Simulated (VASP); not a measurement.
# Cu (P6_3/mmc) in VASP: notebook

Cu is run at these levels: PBEsol; tasks: single point.

Program: VASP 6.6.1. These are calculated values, not measurements. Logs are shortened: lines on timing, memory, paths and dates and some standing lists are left out, and cuts for length are marked.

**1. The cell of the first run**

The structure is hexagonal, space group P6_3/mmc (No. 194). Conventional cell: a = 2.571 Å, b = 2.571 Å, c = 4.068 Å, α = 90.00°, β = 90.00°, γ = 120.00°. Cu (site symmetry -6m2) has 12 Cu at 2.52 to 2.57 Å within 3.3 Å.

This isn't the form of Cu at room conditions, which is fcc.

**2. Single point, PBEsol (biaxial strain in the a-b plane: +2.0 %, then relaxed in part)**

Input file INCAR:

```
SYSTEM = Cu
PREC     = Accurate       ! precision mode
ENCUT    = 520            ! plane-wave cutoff, eV
EDIFF    = 1E-6           ! SCF threshold, eV
ISMEAR   = 0              ! smearing method
SIGMA    = 0.1            ! smearing width, eV
LREAL    = .FALSE.        ! projectors in reciprocal space
LASPH    = .TRUE.         ! aspherical terms in the spheres
NELM     = 80             ! most SCF steps
ALGO     = Fast           ! electronic algorithm
ISIF     = 2              ! what is computed and relaxed
LWAVE    = .FALSE.        ! write WAVECAR
LCHARG   = .TRUE.         ! write CHGCAR
GGA      = PS             ! functional
LELF     = .TRUE.         ! ELF
LVHAR    = .TRUE.       
NBANDS   = 18             ! bands
```

Input file KPOINTS:

```
regular mesh
0
G
  24 24 12
  0 0 0
```

Input file POSCAR:

```
Cu
1.0
    2.5710028457      0.0000000000      0.0000000000
   -1.2855014229      2.2265537776      0.0000000000
    0.0000000000      0.0000000000      4.0680295338
Cu
2
Direct
    0.3333333333      0.6666666667      0.2500000000
    0.6666666667      0.3333333333      0.7500000000
```

Potentials or basis: VASP PAW PBE potentials, release 64 (Cu).

On the command line:

```console
> cat potpaw_PBE.64/Cu/POTCAR > POTCAR
> mpirun -np 1 vasp_std > vasp.out
```

OUTCAR:

```text
SYSTEM = Cu
   PREC = Accurate
   ENCUT = 520
   EDIFF = 1E-6
   ISMEAR = 0
   LREAL = .FALSE.
   LASPH = .TRUE.
   NELM = 80
   ISIF = 2
   GGA = PS

 ion  position               nearest neighbor table
   1  0.333  0.667  0.250-   2 2.52   2 2.52   2 2.52   2 2.52   2 2.52   2 2.52
   2  0.667  0.333  0.750-   1 2.52   1 2.52   1 2.52   1 2.52   1 2.52   1 2.52

  LATTYP: Found a hexagonal cell.
 ALAT       =     2.5710028457
 C/A-ratio  =     1.5822734466

  Lattice vectors:

 A1 = (   2.5710028457,   0.0000000000,   0.0000000000)
 A2 = (  -1.2855014229,   2.2265537776,   0.0000000000)
 A3 = (   0.0000000000,   0.0000000000,   4.0680295338)

Analysis of symmetry for initial positions (statically):
=====================================================================
 Subroutine PRICEL returns:
 Original cell was already a primitive cell.

 Routine SETGRP: Setting up the symmetry group for a
 hexagonal supercell.

 Subroutine GETGRP returns: Found 24 space group operations
 (whereof 12 operations were pure point group operations)
 out of a pool of 24 trial point group operations.

The static configuration has the point symmetry D_3d.
 The point group associated with its full space group is D_6h.

Analysis of symmetry for dynamics (positions and initial velocities):
=====================================================================
 Subroutine PRICEL returns:
 Original cell was already a primitive cell.

 Routine SETGRP: Setting up the symmetry group for a
 hexagonal supercell.

 Subroutine GETGRP returns: Found 24 space group operations
 (whereof 12 operations were pure point group operations)
 out of a pool of 24 trial point group operations.

The dynamic configuration has the point symmetry D_3d.
 The point group associated with its full space group is D_6h.

 Subroutine INISYM returns: Found 24 space group operations
 (whereof 12 operations are pure point group operations),
 and found     1 'primitive' translations

----------------------------------------------------------------------------------------

                                     Primitive cell

  volume of cell :      23.2873

  direct lattice vectors                    reciprocal lattice vectors
     2.571002846  0.000000000  0.000000000     0.388953284  0.224562283  0.000000000
    -1.285501423  2.226553778  0.000000000     0.000000000  0.449124566  0.000000000
     0.000000000  0.000000000  4.068029534     0.000000000  0.000000000  0.245819258

  length of vectors
     2.571002846  2.571002846  4.068029534     0.449124566  0.449124566  0.245819258

  position of ions in fractional coordinates (direct lattice)
     0.333333333  0.666666667  0.250000000
     0.666666667  0.333333333  0.750000000

  ion indices of the primitive-cell ions
   primitive index   ion index
                 1           1
                 2           2

----------------------------------------------------------------------------------------

 KPOINTS: regular mesh

Automatic generation of k-mesh.
 Grid dimensions read from file:
 generate k-points for:   24   24   12

 Generating k-lattice:

  Cartesian coordinates                     Fractional coordinates (reciprocal lattice)
     0.016206387  0.009356762  0.000000000     0.041666667 -0.000000000  0.000000000
     0.000000000  0.018713524  0.000000000     0.000000000  0.041666667  0.000000000
     0.000000000  0.000000000  0.020484938     0.000000000  0.000000000  0.083333333

  Length of vectors
     0.018713524  0.018713524  0.020484938

  Shift w.r.t. Gamma in fractional coordinates (k-lattice)
     0.000000000  0.000000000  0.000000000

 Subroutine IBZKPT returns following result:
 ===========================================

 Found    427 irreducible k-points:

 Following reciprocal coordinates:
            Coordinates               Weight
  0.000000  0.000000  0.000000      1.000000
  0.041667 -0.000000  0.000000      6.000000
  0.083333 -0.000000  0.000000      6.000000
  0.125000  0.000000  0.000000      6.000000
  0.166667 -0.000000  0.000000      6.000000
  0.208333 -0.000000  0.000000      6.000000
[... 16 lines left out ...]
  0.416667  0.041667  0.000000     12.000000
  0.458333  0.041667  0.000000     12.000000
 [... further k-points ...]
   k-points           NKPTS =    427   k-points in BZ     NKDIM =    427   number of bands    NBANDS=     18
   number of dos      NEDOS =    301   number of ions     NIONS =      2
   total plane-waves  NPLWV =  12000
   dimension x,y,z NGX =    20 NGY =   20 NGZ =   30
   dimension x,y,z NGXF=    40 NGYF=   40 NGZF=   60
   ions per type =               2
   NGX,Y,Z   is equivalent  to a cutoff of  12.93, 12.93, 12.26 a.u.
   NGXF,Y,Z  is equivalent  to a cutoff of  25.86, 25.86, 24.52 a.u.
 SYSTEM =  Cu
   PREC   = accura    normal or accurate (medium, high low for compatibility)
   ISTART =      0    job   : 0-new  1-cont  2-samecut
   ICHARG =      2    charge: 1-file 2-atom 10-const
   ISPIN  =      1    spin polarized calculation?
   LNONCOLLINEAR =      F non collinear calculations
   LSORBIT =      F    spin-orbit coupling
   LASPH  =      T    aspherical Exc in radial PAW
   ENCUT  =  520.0 eV  38.22 Ry    6.18 a.u.   4.78  4.78  7.56*2*pi/ulx,y,z
   NELM   =     80;   NELMIN=  2; NELMDL= -5     # of ELM steps
   EDIFF  = 0.1E-05   stopping-criterion for ELM
   LREAL  =      F    real-space projection
   EDIFFG = 0.1E-04   stopping-criterion for IOM
   NSW    =      0    number of steps for IOM
   IBRION =     -1    ionic relax: 0-MD 1-quasi-New 2-CG
   NFREE  =      0    steps in history (QN), initial steepest desc. (CG)
   ISIF   =      2    stress and relaxation
   ISYM   =      2    0-nonsym 1-usesym 2-fastsym
   POTIM  = 0.5000    time-step for ionic-motion
   TEBEG  =    0.0;   TEEND  =   0.0 temperature during run
   PSTRESS=    0.0 pullay stress
   NELECT =      22.0000    total number of electrons
   NUPDOWN=      -1.0000    fix difference up-down
   EMIN   =  10.00;   EMAX   =-10.00  energy-range for DOS
   EFERMI =   0.00;   METHOD = LEGACY
   ISMEAR =     0;   SIGMA  =   0.10  broadening in eV -4-tet -1-fermi 0-gaus
   EFERMI_NEDOS =   21; number of points for ismear=-14 and -15
   IALGO  =     68    algorithm
   IMIX   =      4    mixing-type and parameters
     AMIX     =   0.40;   BMIX     =  1.00
     AMIX_MAG =   1.60;   BMIX_MAG =  1.00
  volume/ion in A,a.u.               =      11.64        78.58
  Fermi-wavevector in a.u.,A,eV,Ry     =   1.606358  3.035577 35.108300  2.580387
  Thomas-Fermi vector in A             =   2.702559
   LORBIT       =      0    0 simple, 1 ext, 2 COOP (PROOUT), +10 PAW based schemes
   GGA     = PS    functional components
   LHFCALC =     F    Hartree Fock is set to
   AEXX    =    0.0000 exact exchange contribution
   IVDW    =     0    specifies the selected vdW correction
   LEPSILON=     F    determine dielectric tensor
   LRPA    =     F    only Hartree local field effects (RPA)
 non-spin polarized calculation
 RMM-DIIS sequential band-by-band and
 Gauss-broadening in eV      SIGMA  =   0.10
  energy-cutoff  :      520.00
  volume of cell :       23.29
 maximum number of plane-waves:       651
 NGX is ok and might be reduce to    20
   NGX =  9   NGY =  9   NGZ = 15

 number of electron      21.9999999 magnetization

 Free energy of the ion-electron system (eV)
  ---------------------------------------------------
  ext. energy  EPLUGINS =         0.00000000
  ---------------------------------------------------
  free energy    TOTEN  =        -8.58547961 eV

  energy without entropy =       -8.58281142  energy(sigma->0) =       -8.58414551

 E-fermi :   7.5699     XC(G=0): -12.9897

 val. band max:        7.5594184748   @ k =   0.3333   0.1667   0.3333
 cond. band min:       7.5970305720   @ k =   0.2917   0.2083   0.3333
 fundamental gap:      0.0376120972
 Fermi energy:         7.5699372558

 k-point     1 :       0.0000    0.0000    0.0000
  band No.  band energies     occupation
      1      -1.9208      2.00000
      2       2.4625      2.00000
      3       4.5650      2.00000
      4       4.5650      2.00000
      5       4.6169      2.00000
      6       4.8036      2.00000
[... 10 lines left out ...]
     17      30.5457      0.00000
     18      30.6414      0.00000

 k-point     2 :       0.0417   -0.0000    0.0000
  band No.  band energies     occupation
      1      -1.8652      2.00000
      2       2.4934      2.00000
      3       4.5012      2.00000
      4       4.5853      2.00000
      5       4.6746      2.00000
      6       4.7939      2.00000
[... 10 lines left out ...]
     17      31.3073      0.00000
     18      31.3134      0.00000

 k-point     3 :       0.0833   -0.0000    0.0000
  band No.  band energies     occupation
      1      -1.6993      2.00000
      2       2.5828      2.00000
      3       4.4076      2.00000
      4       4.6455      2.00000
      5       4.7396      2.00000
      6       4.7796      2.00000
[... 10 lines left out ...]
     17      31.9079      0.00000
     18      32.6172      0.00000

 k-point     4 :       0.1250    0.0000    0.0000
  band No.  band energies     occupation
      1      -1.4256      2.00000
      2       2.7202      2.00000
      3       4.3032      2.00000
      4       4.6905      2.00000
      5       4.7112      2.00000
      6       4.7426      2.00000
[... 375 lines left out ...]
      4       4.1461      2.00000
      5       4.4371      2.00000
      6       4.6914      2.00000
[... 10 lines left out ...]
     17      21.2072      0.00000
     18      26.9902      0.00000

 k-point    23 :       0.4167    0.0417    0.0000
  band No.  band energies     occupation
      1       2.4457      2.00000
      2       3.0253      2.00000
      3       3.2281      2.00000
      4       4.2656      2.00000
      5       4.4076      2.00000
      6       4.6597      2.00000
[... 10 lines left out ...]
     17      20.1249      0.00000
     18      26.8669      0.00000

 k-point    24 :       0.4583    0.0417    0.0000
  band No.  band energies     occupation
      1       2.6395      2.00000
      2       2.9730      2.00000
      3       3.1917      2.00000
      4       4.3556      2.00000
      5       4.3926      2.00000
      6       4.6432      2.00000
[... 10 lines left out ...]
     17      19.8220      0.00000
     18      26.8078      0.00000

 [... further k-points ...]

------------------------ aborting loop because EDIFF is reached ----------------------------------------

  FORCE on cell =-STRESS in cart. coord.  units (eV):
  Direction    XX          YY          ZZ          XY          YZ          ZX
  --------------------------------------------------------------------------------------
  -------------------------------------------------------------------------------------
  Total       -0.8383490     -0.8383490      0.0625252      0.0000000     -0.0000000      0.0000000
  in kB      -57.6787184    -57.6787184      4.3017556      0.0000000     -0.0000000      0.0000000
  external PRESSURE =     -37.0185604 kB  Pullay stress =       0.0000000 kB

 VOLUME and BASIS-vectors are now :
 -----------------------------------------------------------------------------
  energy-cutoff  :      520.00
  volume of cell :       23.29
      direct lattice vectors                 reciprocal lattice vectors
     2.571002846  0.000000000  0.000000000     0.388953284  0.224562283  0.000000000
    -1.285501423  2.226553778  0.000000000     0.000000000  0.449124566  0.000000000
     0.000000000  0.000000000  4.068029534     0.000000000  0.000000000  0.245819258

 POSITION                                       TOTAL-FORCE (eV/Angst)
 -----------------------------------------------------------------------------------
     -0.00000      1.48437      1.01701         0.000000     -0.000000      0.000000
      1.28550      0.74218      3.05102        -0.000000      0.000000      0.000000
 -----------------------------------------------------------------------------------
    total drift:                               -0.000000      0.000000     -0.000000

  FREE ENERGIE OF THE ION-ELECTRON SYSTEM (eV)
  ---------------------------------------------------
  free  energy   TOTEN  =        -8.5854796075 eV

  energy  without entropy=       -8.5828114179  energy(sigma->0) =       -8.58414551
```

Wall time 3.5 min (1 thread of Intel Xeon 8259CL, shared host); peak memory 0.25 GiB.

What came out:

* Free energy: -8.5855 eV
* Pressure: -3.7 GPa
* Band gap on the k mesh: zero (bands 11 and 12 overlap by 5.86 eV)

Stress tensor (GPa, compression positive):
```
-5.77  0.00  0.00
 0.00 -5.77  0.00
 0.00  0.00  0.43
```

Caveat: the cell differs from its parent crystal (biaxial strain in the a-b plane: +2.0 %, then relaxed in part); the cell stands under tension; the PAW data sets were made with another functional, which shifts forces and pressure a little.

**3. Single point, PBEsol (biaxial strain in the a-b plane: +2.0 %)**

Input file INCAR:

```
PREC = Accurate
ENCUT = 520
EDIFF = 1E-6
ISMEAR = 0
SIGMA = 0.1
LREAL = False
LASPH = True
NELM = 100
ALGO = Fast
ISIF = 2
LWAVE = False
LCHARG = True
GGA = PS
LELF = True
LVHAR = True
NBANDS = 18
```

Input file KPOINTS:

```
Automatic mesh
0
Gamma
  24 24 12
```

Changes to POSCAR since step 2:

```diff
@@ -4,3 +4,3 @@
    -1.2855014229      2.2265537776      0.0000000000
-    0.0000000000      0.0000000000      4.0680295338
+    0.0000000000      0.0000000000      4.0671249883
 Cu
```

Potentials or basis: VASP PAW PBE potentials, release 64 (Cu).

On the command line:

```console
> cat potpaw_PBE.64/Cu/POTCAR > POTCAR
> mpirun -np 1 vasp_std > vasp.out
```

It took 4.2 min on 1 thread of Intel Xeon 8259CL, shared host; peak memory 0.25 GiB.

Results (log left out):

```
Free energy            : -8.5855 eV
Pressure               : -3.7 GPa
Band gap on the k mesh : zero (bands 11 and 12 overlap by 5.85 eV)
```

Stress tensor (GPa, compression positive):
```
-5.75  0.00  0.00
 0.00 -5.75  0.00
 0.00  0.00  0.49
```

Levels at points of the mesh, in eV from the Fermi level:
```
           k point  band 7  band 8  band 9  band 10  band 11  band 12  band 13  band 14  band 15  band 16
(0.00, 0.00, 0.00)   -2.77   -2.58   -2.58    -1.73    -1.73    -0.77     4.27    21.03    21.21    21.21
(0.50, 0.00, 0.00)   -2.69   -1.69   -1.57    -1.55    -0.08     1.45     7.94     8.44    10.91    11.35
(0.00, 0.00, 0.50)   -3.08   -3.08   -1.96    -1.96    -1.96    -1.96    13.38    13.38    21.75    21.75
(0.50, 0.00, 0.50)   -1.92   -1.92   -1.62    -1.62     0.42     0.42     4.82     4.82    15.86    15.86
```

Caveat: the cell differs from its parent crystal (biaxial strain in the a-b plane: +2.0 %); the cell stands under tension; the PAW data sets were made with another functional, which shifts forces and pressure a little.
